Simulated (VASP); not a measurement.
A run of VASP 6.6.1 is set up as follows.

Contents of INCAR:

```
  PREC = Accurate
  ENCUT = 520
  EDIFF = 1E-6
  ISMEAR = 0
  SIGMA = 0.05
  LREAL = Auto
  LASPH = True
  NELM = 80
  ALGO = Normal
  ISIF = 2
  LWAVE = False
  LCHARG = False
  GGA = PE
  NBANDS = 59
```

The input KPOINTS:

```
regular mesh
0
Gamma
  1 1 4
```

Contents of POSCAR:

```
B7As7H18
1.0
   15.5000000000      0.0000000000      0.0000000000
    0.0000000000     15.2000000000      0.0000000000
    0.0000000000      0.0000000000      8.3334638526
B As H
7 7 18
Direct
    0.4899611682      0.5000000000     -0.0091284425
    0.3624009845      0.5000000000      0.3367794914
    0.6185868333      0.5000000000      0.6726118097
    0.5537440774      0.3873472403      0.3367799617
    0.4256554290      0.6135898374      0.6726121038
    0.5537440774      0.6126527597      0.3367799617
    0.4256554290      0.3864101626      0.6726121038
    0.5510744638      0.6079400698      0.0903237185
    0.4284114216      0.3912862312      0.4241951168
    0.5510744638      0.3920599302      0.0903237185
    0.4284114216      0.6087137688      0.4241951168
    0.3677338987      0.5000000000      0.0903217554
    0.6130653197      0.5000000000      0.4241937023
    0.4899641884      0.5000000000      0.7431667163
    0.5106675752      0.6890929463      0.0160860453
    0.6401978861      0.6128348270      0.0160843241
    0.3830217054      0.3111152645      0.3534742347
    0.2883626691      0.5000000000      0.3802800594
    0.6538938999      0.4325321481      0.7129341412
    0.6538938999      0.5674678519      0.7129341412
    0.5106675752      0.3109070537      0.0160860453
    0.6401978861      0.3871651730      0.0160843241
    0.3830217054      0.6888847355      0.3534742347
    0.5907638565      0.3219621581      0.3802771625
    0.3507051515      0.6110376573      0.7129394429
    0.4653031338      0.6785020650      0.7129311842
    0.3190183622      0.4237393693      0.0160833729
    0.3190183622      0.5762606307      0.0160833729
    0.7038476750      0.5000000000      0.3534732610
    0.5907638565      0.6780378419      0.3802771625
    0.3507051515      0.3889623427      0.7129394429
    0.4653031338      0.3214979350      0.7129311842
```

Potentials or basis: VASP PAW PBE potentials, release 64 (B, As, H).

Command:

```bash
$ cat potpaw_PBE.64/B/POTCAR potpaw_PBE.64/As/POTCAR potpaw_PBE.64/H/POTCAR > POTCAR
$ mpirun -np 1 vasp_std > vasp.out
```

Problem. What does it give for the band gap on the k mesh?

Solution. 3.92 eV, indirect (least direct gap 4.07 eV).

Problem. Estimate the largest force.

Solution. 0.085 eV/Å.

Forces in eV/Å, atoms in the order of the input:
```
B    0.000  0.000  0.008
B   -0.028  0.000  0.000
B    0.027  0.000  0.006
B    0.014 -0.024 -0.001
B   -0.015  0.025  0.006
B    0.014  0.024 -0.001
B   -0.015 -0.025  0.006
As  -0.028 -0.043  0.059
As   0.015  0.039  0.035
As  -0.028  0.043  0.059
As   0.015 -0.039  0.035
As   0.055  0.000  0.057
As  -0.033  0.000  0.034
As   0.002  0.000 -0.028
H   -0.034  0.069 -0.035
H    0.077  0.005 -0.035
H   -0.036 -0.063 -0.032
H   -0.007  0.000  0.001
H    0.004 -0.008  0.004
H    0.004  0.008  0.004
H   -0.034 -0.069 -0.035
H    0.077 -0.005 -0.035
H   -0.036  0.063 -0.032
H    0.004 -0.006  0.001
H   -0.008 -0.001  0.004
H    0.005  0.007  0.004
H   -0.043 -0.064 -0.035
H   -0.043  0.064 -0.035
H    0.073  0.000 -0.032
H    0.004  0.006  0.001
H   -0.008  0.001  0.004
H    0.005 -0.007  0.004
```
